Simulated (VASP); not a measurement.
Here is a VASP 6.6.1 calculation.

Contents of INCAR:

```
SYSTEM = Rh
PREC = Accurate
ENCUT = 520
EDIFF = 1E-6
ISMEAR = -1
SIGMA = 0.05
LREAL = .FALSE.
LASPH = .TRUE.
NELM = 100
ALGO = Normal
ISIF = 2
LWAVE = .FALSE.
LCHARG = .FALSE.
GGA = PE
NBANDS = 14
```

KPOINTS

```
regular mesh
0
G
  20 20 20
  0 0 0
```

The input POSCAR:

```
Rh
1.0
    0.0000000000      1.6005193760      1.6005193760
    1.6005193760      0.0000000000      1.6005193760
    1.6005193760      1.6005193760      0.0000000000
Rh
1
Direct
    0.0000000000      0.0000000000      0.0000000000
```

Potentials or basis: VASP PAW PBE potentials, release 64 (Rh_pv).

Launch:

```bash
$ cat potpaw_PBE.64/Rh_pv/POTCAR > POTCAR
$ mpirun -np 1 vasp_std > vasp.out
```

Task: Estimate the pressure.

Result: 525.6 GPa.
